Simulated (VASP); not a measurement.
HfSiF:

```xyz
3
Lattice="3.8126 0.0000 0.0000 -1.9063 3.3018 0.0000 0.0000 0.0000 3.8133" Properties=species:S:1:pos:R:3 pbc="T T T"
Hf    0.0000    0.0000    0.0000
Si    1.9063    1.1006    1.9066
F     0.0000    2.2012    1.9066
```

```yaml
Program: VASP 6.6.1
Task: relaxation of cell and atoms
Functional: PBE
Potentials_or_basis: VASP PAW PBE potentials, release 64 (Hf_pv, Si, F)
Cutoff: 600 eV
k_mesh: 12 × 12 × 12
Occupations: gaussian, width 0.1 eV
Spin: no spin polarisation
```

At the start: pressure 1.1 GPa; volume 16.00 Å³/atom.

How do energy, volume and symmetry change on relaxing?

Over 15 steps the energy falls by 518.9 meV/atom and the volume is 15.23 Å³/atom (-4.8 %); space group P-6m2 (No. 187, to 0.05 Å).

The path:
```
step  energy change (eV)  largest force (eV/Å)  pressure (GPa)  volume (Å³)
   1              0.0000                0.0000            1.06        48.00
   2             -0.1558                0.0000           -0.50        48.69
   3             -0.7882                0.0000           -5.11        50.04
   4             -0.8974                0.0000           -5.83        49.09
   5             -1.2076                0.0000           -7.58        50.31
   6             -1.3992                0.0000           -8.76        49.86
   7             -1.3806                0.0000           -8.72        50.23
   8             -1.4073                0.0000           -8.81        50.17
   9             -1.4794                0.0000           -7.05        48.95
  10             -1.4853                0.0000           -6.48        48.59
  11             -1.5305                0.0000           -4.16        47.47
  12             -1.5557                0.0000           -0.79        46.03
  13             -1.5561                0.0000           -0.28        45.82
  14             -1.5564                0.0000           -0.17        45.78
  15             -1.5566                0.0000            0.04        45.68
```

Final structure:
```xyz
3
Lattice="4.4237 0.0000 0.0000 -2.2119 3.8311 0.0000 0.0000 0.0000 2.6951" Properties=species:S:1:pos:R:3 pbc="T T T"
Hf   -2.2119    3.8311    0.0000
Si    2.2119    1.2770    1.3476
F     0.0000    2.5541    1.3476
```

Caveat: an odd number of electrons without spin polarisation forces a metal; a magnetic or distorted state may lie lower.
